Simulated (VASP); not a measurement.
# HfNbTe4 in VASP: a series of runs

Runs on HfNbTe4. Level: PBE. Tasks: single point.

All numbers are computed with VASP 6.6.1; they aren't measurements. Logs are shortened: lines on timing, memory, paths and dates and some standing lists are left out, and cuts for length are marked.

## (1) The cell of the first run

The structure is trigonal, space group P-3m1 (No. 164). Conventional cell: a = 3.822 Å, b = 3.822 Å, c = 14.316 Å, α = 90.00°, β = 90.00°, γ = 120.00°. Within 3.8 Å of Hf (site symmetry -3m) lie 6 Te at 2.87 Å. Within 3.7 Å of Nb (site symmetry -3m) lie 6 Te at 2.84 Å. Within 3.8 Å of Te (site symmetry 3m) lie 3 Hf at 2.87 Å. Within 3.7 Å of Te (site symmetry 3m) lie 3 Nb at 2.84 Å.

## (2) Single point, PBE

File INCAR:

```
  PREC = Accurate
  ENCUT = 520
  EDIFF = 1E-6
  ISMEAR = 0
  SIGMA = 0.2
  LREAL = False
  LASPH = True
  NELM = 60
  ALGO = Normal
  ISIF = 2
  LWAVE = False
  LCHARG = False
  GGA = PE
  NBANDS = 59
```

File KPOINTS:

```
regular mesh
0
Gamma
  6 4 2
```

File POSCAR:

```
HfNbTe4
1.0
    3.8222310317      0.0000000000      0.0000000000
    0.0000000000      6.6202983451      0.0000000000
    0.0000000000      0.0000000000     14.3160769000
Hf Nb Te
2 2 8
Direct
    0.0000000000      0.0000000000      0.5000000000
    0.5000000000      0.5000000000      0.5000000000
    0.0000000000      0.0000000000      0.0000000000
    0.5000000000      0.5000000000      0.0000000000
    0.5000000000      0.1666666667      0.6286620000
    0.0000000000      0.6666666667      0.6286620000
    0.5000000000      0.1666666667      0.1245420000
    0.0000000000      0.6666666667      0.1245420000
    0.0000000000      0.3333333333      0.8754580000
    0.5000000000      0.8333333333      0.8754580000
    0.0000000000      0.3333333333      0.3713380000
    0.5000000000      0.8333333333      0.3713380000
```

Potentials or basis: VASP PAW PBE potentials, release 64 (Hf_pv, Nb_sv, Te).

On the command line:

```sh
> cat potpaw_PBE.64/Hf_pv/POTCAR potpaw_PBE.64/Nb_sv/POTCAR potpaw_PBE.64/Te/POTCAR > POTCAR
> mpirun -np 1 vasp_std > vasp.out
```

OUTCAR:

```text
PREC = Accurate
   ENCUT = 520
   EDIFF = 1E-6
   ISMEAR = 0
   LREAL = False
   LASPH = True
   NELM = 60
   ISIF = 2
   GGA = PE

 ion  position               nearest neighbor table
   1  0.000  0.000  0.500-   6 2.87  11 2.87   5 2.87  12 2.87   5 2.87  12 2.87   2 3.82   2 3.82
                             2 3.82   2 3.82
   2  0.500  0.500  0.500-   5 2.87  12 2.87  11 2.87   6 2.87   6 2.87  11 2.87   1 3.82   1 3.82
                             1 3.82   1 3.82
   3  0.000  0.000  0.000-   8 2.84   9 2.84   7 2.84  10 2.84   7 2.84  10 2.84
   4  0.500  0.500  0.000-   7 2.84  10 2.84   9 2.84   8 2.84   8 2.84   9 2.84
   5  0.500  0.167  0.629-   2 2.87   1 2.87   1 2.87
   6  0.000  0.667  0.629-   1 2.87   2 2.87   2 2.87
   7  0.500  0.167  0.125-   4 2.84   3 2.84   3 2.84
   8  0.000  0.667  0.125-   3 2.84   4 2.84   4 2.84
   9  0.000  0.333  0.875-   3 2.84   4 2.84   4 2.84
  10  0.500  0.833  0.875-   4 2.84   3 2.84   3 2.84
  11  0.000  0.333  0.371-   1 2.87   2 2.87   2 2.87
  12  0.500  0.833  0.371-   2 2.87   1 2.87   1 2.87

  LATTYP: Found a simple orthorhombic cell.
 ALAT       =     3.8222310317
 B/A-ratio  =     1.7320508076
 C/A-ratio  =     3.7454766029

  Lattice vectors:

 A1 = (   3.8222310317,   0.0000000000,   0.0000000000)
 A2 = (   0.0000000000,   6.6202983451,   0.0000000000)
 A3 = (   0.0000000000,   0.0000000000,  14.3160769000)

Analysis of symmetry for initial positions (statically):
=====================================================================
 Subroutine PRICEL returns following result:

  LATTYP: Found a hexagonal cell.
 ALAT       =     3.8222310317
 C/A-ratio  =     3.7454766029

  Lattice vectors:

 A1 = (  -3.8222310317,   0.0000000000,   0.0000000000)
 A2 = (   1.9111155158,  -3.3101491725,   0.0000000000)
 A3 = (   0.0000000000,   0.0000000000,  14.3160769000)

   2 primitive cells build up your supercell.

 Routine SETGRP: Setting up the symmetry group for a
 simple orthorhombic supercell.

 Subroutine GETGRP returns: Found  4 space group operations
 (whereof  4 operations were pure point group operations)
 out of a pool of  8 trial point group operations.

The static configuration has the point symmetry C_2h.

Analysis of symmetry for dynamics (positions and initial velocities):
=====================================================================
 Subroutine PRICEL returns following result:

  LATTYP: Found a hexagonal cell.
 ALAT       =     3.8222310317
 C/A-ratio  =     3.7454766029

  Lattice vectors:

 A1 = (  -3.8222310317,   0.0000000000,   0.0000000000)
 A2 = (   1.9111155158,  -3.3101491725,   0.0000000000)
 A3 = (   0.0000000000,   0.0000000000,  14.3160769000)

   2 primitive cells build up your supercell.

 Routine SETGRP: Setting up the symmetry group for a
 simple orthorhombic supercell.

 Subroutine GETGRP returns: Found  4 space group operations
 (whereof  4 operations were pure point group operations)
 out of a pool of  8 trial point group operations.

The dynamic configuration has the point symmetry C_2h.

 Subroutine INISYM returns: Found  4 space group operations
 (whereof  4 operations are pure point group operations),
 and found     2 'primitive' translations

----------------------------------------------------------------------------------------

                                     Primitive cell

  volume of cell :     181.1292

  direct lattice vectors                    reciprocal lattice vectors
    -3.822231032  0.000000000  0.000000000    -0.261627304 -0.151050594  0.000000000
     1.911115516 -3.310149173  0.000000000     0.000000000 -0.302101189  0.000000000
     0.000000000  0.000000000 14.316076900     0.000000000  0.000000000  0.069851539

  length of vectors
     3.822231032  3.822231032 14.316076900     0.302101189  0.302101189  0.069851539

  position of ions in fractional coordinates (direct lattice)
     0.000000000  0.000000000  0.500000000
     0.000000000  0.000000000  0.000000000
     0.333333333  0.666666667  0.628662000
     0.333333333  0.666666667  0.124542000
     0.666666667  0.333333333  0.875458000
     0.666666667  0.333333333  0.371338000

  ion indices of the primitive-cell ions
   primitive index   ion index
                 1           1
                 2           3
                 3           6
                 4           8
                 5           9
                 6          11

----------------------------------------------------------------------------------------

 KPOINTS: regular mesh

Automatic generation of k-mesh.
 Grid dimensions read from file:
 generate k-points for:    6    4    2

 Generating k-lattice:

  Cartesian coordinates                     Fractional coordinates (reciprocal lattice)
     0.043604551  0.000000000  0.000000000     0.166666667  0.000000000  0.000000000
     0.000000000  0.037762649  0.000000000     0.000000000  0.250000000  0.000000000
     0.000000000  0.000000000  0.034925769     0.000000000  0.000000000  0.500000000

  Length of vectors
     0.043604551  0.037762649  0.034925769

  Shift w.r.t. Gamma in fractional coordinates (k-lattice)
     0.000000000  0.000000000  0.000000000

 Subroutine IBZKPT returns following result:
 ===========================================

 Found     24 irreducible k-points:

 Following reciprocal coordinates:
            Coordinates               Weight
  0.000000  0.000000  0.000000      1.000000
  0.166667  0.000000  0.000000      2.000000
  0.333333  0.000000  0.000000      2.000000
  0.500000  0.000000  0.000000      1.000000
  0.000000  0.250000  0.000000      2.000000
  0.166667  0.250000  0.000000      4.000000
[... 16 lines left out ...]
  0.333333  0.500000  0.500000      2.000000
  0.500000  0.500000  0.500000      1.000000
   k-points           NKPTS =     24   k-points in BZ     NKDIM =     24   number of bands    NBANDS=     59
   number of dos      NEDOS =    301   number of ions     NIONS =     12
   total plane-waves  NPLWV = 151200
   dimension x,y,z NGX =    28 NGY =   50 NGZ =  108
   dimension x,y,z NGXF=    56 NGYF=  100 NGZF=  216
   ions per type =               2   2   8
   NGX,Y,Z   is equivalent  to a cutoff of  12.18, 12.56, 12.54 a.u.
   NGXF,Y,Z  is equivalent  to a cutoff of  24.36, 25.11, 25.08 a.u.
 SYSTEM =  unknown system
   PREC   = accura    normal or accurate (medium, high low for compatibility)
   ISTART =      0    job   : 0-new  1-cont  2-samecut
   ICHARG =      2    charge: 1-file 2-atom 10-const
   ISPIN  =      1    spin polarized calculation?
   LNONCOLLINEAR =      F non collinear calculations
   LSORBIT =      F    spin-orbit coupling
   LASPH  =      T    aspherical Exc in radial PAW
   ENCUT  =  520.0 eV  38.22 Ry    6.18 a.u.   7.11 12.31 26.62*2*pi/ulx,y,z
   NELM   =     60;   NELMIN=  2; NELMDL= -5     # of ELM steps
   EDIFF  = 0.1E-05   stopping-criterion for ELM
   LREAL  =      F    real-space projection
   EDIFFG = 0.1E-04   stopping-criterion for IOM
   NSW    =      0    number of steps for IOM
   IBRION =     -1    ionic relax: 0-MD 1-quasi-New 2-CG
   NFREE  =      0    steps in history (QN), initial steepest desc. (CG)
   ISIF   =      2    stress and relaxation
   ISYM   =      2    0-nonsym 1-usesym 2-fastsym
   POTIM  = 0.5000    time-step for ionic-motion
   TEBEG  =    0.0;   TEEND  =   0.0 temperature during run
   PSTRESS=    0.0 pullay stress
   NELECT =      94.0000    total number of electrons
   NUPDOWN=      -1.0000    fix difference up-down
   EMIN   =  10.00;   EMAX   =-10.00  energy-range for DOS
   EFERMI =   0.00;   METHOD = LEGACY
   ISMEAR =     0;   SIGMA  =   0.20  broadening in eV -4-tet -1-fermi 0-gaus
   EFERMI_NEDOS =   21; number of points for ismear=-14 and -15
   IALGO  =     38    algorithm
   IMIX   =      4    mixing-type and parameters
     AMIX     =   0.40;   BMIX     =  1.00
     AMIX_MAG =   1.60;   BMIX_MAG =  1.00
  volume/ion in A,a.u.               =      30.19       203.72
  Fermi-wavevector in a.u.,A,eV,Ry     =   1.044186  1.973226 14.834769  1.090325
  Thomas-Fermi vector in A             =   2.178928
   LORBIT       =      0    0 simple, 1 ext, 2 COOP (PROOUT), +10 PAW based schemes
   GGA     = PE    functional components
   LHFCALC =     F    Hartree Fock is set to
   AEXX    =    0.0000 exact exchange contribution
   IVDW    =     0    specifies the selected vdW correction
   LEPSILON=     F    determine dielectric tensor
   LRPA    =     F    only Hartree local field effects (RPA)
 non-spin polarized calculation
 Gauss-broadening in eV      SIGMA  =   0.20
  energy-cutoff  :      520.00
  volume of cell :      362.26
 maximum number of plane-waves:      9816
   NGX = 15   NGY = 25   NGZ = 53

 number of electron      93.9999997 magnetization

 Free energy of the ion-electron system (eV)
  ---------------------------------------------------
  ext. energy  EPLUGINS =         0.00000000
  ---------------------------------------------------
  free energy    TOTEN  =       -72.72652491 eV

  energy without entropy =      -72.59184129  energy(sigma->0) =      -72.65918310

 E-fermi :   5.9114     XC(G=0):  -9.5058

 val. band max:        5.9096937133   @ k =   0.0000   0.0000   0.0000
 cond. band min:       5.9151870875   @ k =   0.5000   0.2500   0.5000
 fundamental gap:      0.0054933742
 Fermi energy:         5.9114006924

 k-point     1 :       0.0000    0.0000    0.0000
  band No.  band energies     occupation
      1     -49.6743      2.00000
      2     -49.6689      2.00000
      3     -25.8140      2.00000
      4     -25.7473      2.00000
      5     -25.7275      2.00000
      6     -25.7272      2.00000
[... 1477 lines left out ...]
     58       9.0110      0.00000
     59       9.0117      0.00000

------------------------ aborting loop because EDIFF is reached ----------------------------------------

  FORCE on cell =-STRESS in cart. coord.  units (eV):
  Direction    XX          YY          ZZ          XY          YZ          ZX
  --------------------------------------------------------------------------------------
  -------------------------------------------------------------------------------------
  Total       -0.3792372     -0.3423079      0.1000349      0.0000000     -0.0747339      0.0000000
  in kB       -1.6772700     -1.5139410      0.4424290      0.0000000     -0.3305292      0.0000000
  external PRESSURE =      -0.9162607 kB  Pullay stress =       0.0000000 kB

 VOLUME and BASIS-vectors are now :
 -----------------------------------------------------------------------------
  energy-cutoff  :      520.00
  volume of cell :      362.26
      direct lattice vectors                 reciprocal lattice vectors
     3.822231032  0.000000000  0.000000000     0.261627304  0.000000000  0.000000000
     0.000000000  6.620298345  0.000000000     0.000000000  0.151050594  0.000000000
     0.000000000  0.000000000 14.316076900     0.000000000  0.000000000  0.069851539

 POSITION                                       TOTAL-FORCE (eV/Angst)
 -----------------------------------------------------------------------------------
      0.00000      0.00000      7.15804        -0.000000      0.000000      0.000000
      1.91112      3.31015      7.15804        -0.000000      0.000000      0.000000
      0.00000      0.00000      0.00000         0.000000      0.000000      0.000000
      1.91112      3.31015      0.00000         0.000000     -0.000000      0.000000
      1.91112      1.10338      8.99997         0.000000      0.013711     -0.018939
      0.00000      4.41353      8.99997         0.000000      0.013711     -0.018939
      1.91112      1.10338      1.78295         0.000000     -0.025340      0.007393
      0.00000      4.41353      1.78295         0.000000     -0.025340      0.007393
      0.00000      2.20677     12.53312         0.000000      0.025340     -0.007393
      1.91112      5.51692     12.53312        -0.000000      0.025340     -0.007393
      0.00000      2.20677      5.31610         0.000000     -0.013711      0.018939
      1.91112      5.51692      5.31610        -0.000000     -0.013711      0.018939
 -----------------------------------------------------------------------------------
    total drift:                                0.000000      0.000000      0.000000

  FREE ENERGIE OF THE ION-ELECTRON SYSTEM (eV)
  ---------------------------------------------------
  free  energy   TOTEN  =       -72.7265249094 eV

  energy  without entropy=      -72.5918412921  energy(sigma->0) =      -72.65918310
```

Wall time 23 min (1 thread of AMD EPYC 7R43 (Zen 3), shared host); peak memory 0.63 GiB.

What came out:

```
Free energy            : -72.7265 eV
Pressure               : -0.1 GPa
Largest force          : 0.026 eV/Å
Band gap on the k mesh : zero (band 47 reaches 6.43 eV, above the bottom of band 48 at 5.19 eV)
```

Forces in eV/Å, atoms in the order of the input:
```
Hf   0.000  0.000  0.000
Hf   0.000  0.000  0.000
Nb   0.000  0.000  0.000
Nb   0.000  0.000  0.000
Te   0.000  0.014 -0.019
Te   0.000  0.014 -0.019
Te   0.000 -0.025  0.007
Te   0.000 -0.025  0.007
Te   0.000  0.025 -0.007
Te   0.000  0.025 -0.007
Te   0.000 -0.014  0.019
Te   0.000 -0.014  0.019
```

Caveat: spin-orbit coupling is left out, which moves the levels of the heavy elements; this functional lacks dispersion, which binds the layers, so the pressure and a relaxed spacing across them are unreliable.

## (3) Single point, PBE

This run uses another cell than the first one, of 30.42 Å³/atom, 1.008 times its volume.

File INCAR:

```
SYSTEM = HfNbTe4
PREC = Accurate
ENCUT = 520
EDIFF = 1E-6
ISMEAR = 0
SIGMA = 0.2
LREAL = .False.
LASPH = .True.
NELM = 100
ALGO = Normal
ISIF = 2
LWAVE = .False.
LCHARG = .False.
GGA = PE
NBANDS = 59
```

File KPOINTS:

```
regular mesh
0
Gamma
  6 4 2
  0 0 0
```

File POSCAR:

```
HfNbTe4
1.0
    3.8171127442     -0.0002029632     -0.0006123464
   -0.0003411245      6.6114901030     -0.0003467111
   -0.0041796567      0.0008932882     14.4658462704
Hf Nb Te
2 2 8
Direct
   -0.0008036250      0.0005542622      0.5001892599
    0.5014237364      0.5005722796      0.4999860206
   -0.0002617072     -0.0006721940     -0.0000774546
    0.4996273939      0.4995347327     -0.0000961889
    0.5009462361      0.1678638306      0.6276765222
    0.0000204459      0.6676534245      0.6276445807
    0.4995565604      0.1654037617      0.1234665546
   -0.0000775880      0.6653138820      0.1235722488
   -0.0002523694      0.3334513609      0.8763517010
    0.4995447630      0.8335364958      0.8762744660
   -0.0003366795      0.3332868753      0.3724941551
    0.5006128336      0.8335012886      0.3725181346
```

Potentials or basis: VASP PAW PBE potentials, release 64 (Hf_pv, Nb_sv, Te).

On the command line:

```sh
> cat potpaw_PBE.64/Hf_pv/POTCAR potpaw_PBE.64/Nb_sv/POTCAR potpaw_PBE.64/Te/POTCAR > POTCAR
> mpirun -np 1 vasp_std > vasp.out
```

It took 30 min on 1 thread of AMD EPYC 7R43 (Zen 3), shared host; peak memory 0.66 GiB.

The run converged. Its results:

```
Free energy            : -72.7277 eV
Pressure               : -0.1 GPa
Largest force          : 0.025 eV/Å
Band gap on the k mesh : zero (band 47 reaches 6.35 eV, above the bottom of band 48 at 5.09 eV)
```

Forces on the atoms (eV/Å):
```
Hf   0.004 -0.001 -0.007
Hf  -0.004  0.002  0.005
Nb  -0.002 -0.001  0.000
Nb   0.002  0.001  0.001
Te  -0.002 -0.001 -0.022
Te   0.003 -0.001 -0.024
Te   0.006 -0.004 -0.009
Te   0.000 -0.001 -0.016
Te  -0.005  0.004  0.011
Te  -0.002  0.001  0.015
Te   0.002  0.000  0.022
Te  -0.004  0.000  0.025
```

Levels at points of the mesh, in eV from the Fermi level:
```csv
k point,band 43,band 44,band 45,band 46,band 47,band 48,band 49,band 50,band 51,band 52
"(0.00, 0.00, 0.00)",-0.60,-0.12,-0.09,-0.08,-0.01,0.58,0.59,0.77,0.77,1.07
"(0.50, 0.00, 0.00)",-2.05,-2.05,-1.86,-1.86,0.52,0.53,0.78,0.78,1.39,1.39
"(0.00, 0.50, 0.00)",-0.98,-0.98,-0.56,-0.55,-0.38,-0.37,0.39,0.39,1.14,1.15
"(0.50, 0.50, 0.00)",-0.97,-0.97,-0.82,-0.82,-0.70,-0.70,-0.11,-0.11,1.10,1.10
"(0.00, 0.00, 0.50)",-0.74,-0.11,-0.09,-0.08,0.32,0.60,0.61,0.75,0.75,1.08
"(0.50, 0.00, 0.50)",-1.98,-1.98,-1.87,-1.86,0.51,0.51,0.81,0.82,1.39,1.39
"(0.00, 0.50, 0.50)",-0.99,-0.98,-0.55,-0.54,-0.38,-0.38,0.41,0.41,1.14,1.14
"(0.50, 0.50, 0.50)",-0.91,-0.91,-0.76,-0.75,-0.74,-0.74,-0.10,-0.10,1.10,1.10
```

Caveat: spin-orbit coupling is left out, which moves the levels of the heavy elements.
